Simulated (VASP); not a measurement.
# BiS in VASP: notebook, part 2 of 2

VASP 6.6.1. Earlier steps stand in the parts before.

### 4 Single point, PBEsol

This run uses another cell than the first one, of 21.84 Å³/atom.

INCAR

```
SYSTEM = BiS
ALGO = Normal
EDIFF = 1E-7
ENCUT = 520
GGA = PS
ISIF = 2
ISMEAR = 0
LASPH = .TRUE.
LCHARG = .FALSE.
LREAL = .FALSE.
LWAVE = .FALSE.
NBANDS = 18
NELM = 60
PREC = Accurate
SIGMA = 0.05
```

KPOINTS

```
k-points
0
G
  10 10 10
  0 0 0
```

POSCAR

```
BiS
1.0
    3.5216116037      0.0000000000      0.0000000000
    0.0000000000      3.5216116037      0.0000000000
    0.0000000000      0.0000000000      3.5216116037
Bi S
1 1
Direct
    0.0000000000      0.0000000000      0.0141980450
    0.5000000000      0.5000000000      0.5000000000
```

Potentials or basis: VASP PAW PBE potentials, release 64 (Bi_d, S).

Started as:

```console
$ cat potpaw_PBE.64/Bi_d/POTCAR potpaw_PBE.64/S/POTCAR > POTCAR
$ mpirun -np 1 vasp_std > vasp.out
```

OUTCAR:

```text
SYSTEM = BiS
   EDIFF = 1E-7
   ENCUT = 520
   GGA = PS
   ISIF = 2
   ISMEAR = 0
   LASPH = .TRUE.
   LREAL = .FALSE.
   NELM = 60
   PREC = Accurate

 ion  position               nearest neighbor table
   1  0.000  0.000  0.014-   2 3.02   2 3.02   2 3.02   2 3.02   2 3.08   2 3.08   2 3.08   2 3.08

   2  0.500  0.500  0.500-   1 3.02   1 3.02   1 3.02   1 3.02   1 3.08   1 3.08   1 3.08   1 3.08

  LATTYP: Found a simple cubic cell.
 ALAT       =     3.5216116037

  Lattice vectors:

 A1 = (   3.5216116037,   0.0000000000,   0.0000000000)
 A2 = (   0.0000000000,   3.5216116037,   0.0000000000)
 A3 = (   0.0000000000,   0.0000000000,   3.5216116037)

Analysis of symmetry for initial positions (statically):
=====================================================================
 Subroutine PRICEL returns:
 Original cell was already a primitive cell.

 Routine SETGRP: Setting up the symmetry group for a
 simple cubic supercell.

 Subroutine GETGRP returns: Found  8 space group operations
 (whereof  8 operations were pure point group operations)
 out of a pool of 48 trial point group operations.

The static configuration has the point symmetry C_4v.

Analysis of symmetry for dynamics (positions and initial velocities):
=====================================================================
 Subroutine PRICEL returns:
 Original cell was already a primitive cell.

 Routine SETGRP: Setting up the symmetry group for a
 simple cubic supercell.

 Subroutine GETGRP returns: Found  8 space group operations
 (whereof  8 operations were pure point group operations)
 out of a pool of 48 trial point group operations.

The dynamic configuration has the point symmetry C_4v.

 Subroutine INISYM returns: Found  8 space group operations
 (whereof  8 operations are pure point group operations),
 and found     1 'primitive' translations

----------------------------------------------------------------------------------------
[... 106 lines left out ...]
   EMIN   =  10.00;   EMAX   =-10.00  energy-range for DOS
   EFERMI =   0.00;   METHOD = LEGACY
   ISMEAR =     0;   SIGMA  =   0.05  broadening in eV -4-tet -1-fermi 0-gaus
   EFERMI_NEDOS =   21; number of points for ismear=-14 and -15
   IALGO  =     38    algorithm
   IMIX   =      4    mixing-type and parameters
     AMIX     =   0.40;   BMIX     =  1.00
     AMIX_MAG =   1.60;   BMIX_MAG =  1.00
  volume/ion in A,a.u.               =      21.84       147.36
  Fermi-wavevector in a.u.,A,eV,Ry     =   1.282547  2.423662 22.380573  1.644926
  Thomas-Fermi vector in A             =   2.414852
   LORBIT       =      0    0 simple, 1 ext, 2 COOP (PROOUT), +10 PAW based schemes
   GGA     = PS    functional components
   LHFCALC =     F    Hartree Fock is set to
   AEXX    =    0.0000 exact exchange contribution
   IVDW    =     0    specifies the selected vdW correction
   LEPSILON=     F    determine dielectric tensor
   LRPA    =     F    only Hartree local field effects (RPA)
 non-spin polarized calculation
 Gauss-broadening in eV      SIGMA  =   0.05
  energy-cutoff  :      520.00
  volume of cell :       43.67
 maximum number of plane-waves:      1208
 NGX is ok and might be reduce to    28
   NGX = 13   NGY = 13   NGZ = 13

 number of electron      21.0000008 magnetization

 Free energy of the ion-electron system (eV)
  ---------------------------------------------------
  ext. energy  EPLUGINS =         0.00000000
  ---------------------------------------------------
  free energy    TOTEN  =        -8.85332967 eV

  energy without entropy =       -8.85203586  energy(sigma->0) =       -8.85268277

 E-fermi :   8.9510     XC(G=0): -11.0672

 val. band max:        8.9171262627   @ k =   0.4000   0.1000   0.1000
 cond. band min:       8.9791802721   @ k =   0.1000   0.1000   0.5000
 fundamental gap:      0.0620540094
 Fermi energy:         8.9510348467

 k-point     1 :       0.0000    0.0000    0.0000
  band No.  band energies     occupation
      1     -14.7519      2.00000
      2     -14.7511      2.00000
      3     -14.5901      2.00000
      4     -14.5897      2.00000
      5     -14.5897      2.00000
      6      -6.8328      2.00000
[... 481 lines left out ...]
      5     -14.5895      2.00000
      6      -4.6210      2.00000
[... 10 lines left out ...]
     17      20.5347      0.00000
     18      21.3125      0.00000

 [... further k-points ...]
[... 5 lines left out ...]
  --------------------------------------------------------------------------------------
  -------------------------------------------------------------------------------------
  Total        0.0128368      0.0128368      0.0078037      0.0000000      0.0000000      0.0000000
  in kB        0.4709163      0.4709163      0.2862754      0.0000000      0.0000000      0.0000000
  external PRESSURE =       0.4093693 kB  Pullay stress =       0.0000000 kB

 VOLUME and BASIS-vectors are now :
 -----------------------------------------------------------------------------
  energy-cutoff  :      520.00
  volume of cell :       43.67
      direct lattice vectors                 reciprocal lattice vectors
     3.521611604  0.000000000  0.000000000     0.283960900  0.000000000  0.000000000
     0.000000000  3.521611604  0.000000000     0.000000000  0.283960900  0.000000000
     0.000000000  0.000000000  3.521611604     0.000000000  0.000000000  0.283960900

 POSITION                                       TOTAL-FORCE (eV/Angst)
 -----------------------------------------------------------------------------------
      0.00000      0.00000      0.05000         0.000000     -0.000000     -0.016570
      1.76081      1.76081      1.76081        -0.000000      0.000000      0.016570
 -----------------------------------------------------------------------------------
    total drift:                               -0.000000      0.000000      0.000533

  FREE ENERGIE OF THE ION-ELECTRON SYSTEM (eV)
  ---------------------------------------------------
  free  energy   TOTEN  =        -8.8533296694 eV

  energy  without entropy=       -8.8520358634  energy(sigma->0) =       -8.85268277
```

OSZICAR:

```text
N       E                     dE             d eps       ncg     rms          rms(c)
DAV:   1     0.169031426011E+03    0.16903E+03   -0.10413E+04  4564   0.129E+03
DAV:   2     0.396775059756E+01   -0.16506E+03   -0.15967E+03  4766   0.349E+02
DAV:   3    -0.886770137733E+01   -0.12835E+02   -0.12674E+02  5678   0.955E+01
DAV:   4    -0.918936595245E+01   -0.32166E+00   -0.32084E+00  5670   0.153E+01
DAV:   5    -0.919923544476E+01   -0.98695E-02   -0.98684E-02  6428   0.268E+00    0.578E+00
DAV:   6    -0.886059130676E+01    0.33864E+00   -0.10212E+00  6704   0.589E+00    0.368E+00
DAV:   7    -0.885679501844E+01    0.37963E-02   -0.87127E-02  5348   0.146E+00    0.167E+00
DAV:   8    -0.885358820006E+01    0.32068E-02   -0.95564E-03  5098   0.673E-01    0.214E-01
DAV:   9    -0.885331375388E+01    0.27445E-03   -0.14075E-03  6540   0.200E-01    0.814E-02
DAV:  10    -0.885333215844E+01   -0.18405E-04   -0.11946E-04  5120   0.623E-02    0.282E-02
DAV:  11    -0.885332993497E+01    0.22235E-05   -0.14430E-05  6044   0.318E-02    0.806E-03
DAV:  12    -0.885332975606E+01    0.17891E-06   -0.49635E-07  6010   0.673E-03    0.437E-03
DAV:  13    -0.885332966945E+01    0.86614E-07   -0.28220E-08  3116   0.115E-03
   1 F= -.88533297E+01 E0= -.88526828E+01  d E =-.129381E-02
```

stdout:

```text
POSCAR found type information on POSCAR BiS
 POSCAR found :  2 types and       2 ions
 scaLAPACK will be used
 -----------------------------------------------------------------------------
|                                                                             |
|                                                                             |
|     You enforced a specific xc type in the INCAR file but a different       |
|     I HOPE YOU KNOW WHAT YOU ARE DOING!                                     |
|                                                                             |
 -----------------------------------------------------------------------------

 LDA part: xc-table for (Slater+PW92), standard interpolation
 POSCAR, INCAR and KPOINTS ok, starting setup
 FFT: planning ... GRIDC
 FFT: planning ... GRID_SOFT
 FFT: planning ... GRID
 WAVECAR not read
 entering main loop
```

Wall time 1.7 min (1 thread of Intel Xeon 8259CL, shared host); peak memory 0.23 GiB.

Results:

| Property | Result |
| --- | --- |
| Free energy | -8.8533 eV |
| Pressure | 0.0 GPa |
| Largest force | 0.017 eV/Å |
| Band gap on the k mesh | zero (an odd number of electrons rules out a gap without spin polarisation) |

Forces in eV/Å, atoms in the order of the input:
```
Bi   0.000  0.000 -0.017
S    0.000  0.000  0.017
```

Caveat: the PAW data sets were made with another functional, which shifts forces and pressure a little; spin-orbit coupling is left out, which moves the levels of the heavy elements.

### 5 Summary

| cell | gap on the mesh (eV) | pressure (GPa) |
| --- | --- | --- |
| a = 3.568 Å, 2 atoms, atomic positions A | none | -3.0 |
| a = 3.522 Å, angles 89.4, 90.0, 90.0°, 2 atoms, atomic positions A | none | 0.0 |
| a = 3.522 Å, 2 atoms, atomic positions B | none | 0.0 |

Alike in all rows: task single point; level PBEsol; potentials or basis VASP PAW PBE potentials, release 64 (Bi_d, S); no spin polarisation; k mesh 10 × 10 × 10; cutoff (eV) 520; smearing gaussian 0.05 eV.

Caveats: the PAW data sets were made with another functional, which shifts forces and pressure a little; spin-orbit coupling is left out, which moves the levels of the heavy elements; the cell stands under tension (at least some runs).

Total energies depend on the potentials used, so only differences within one code and one set of settings carry meaning.
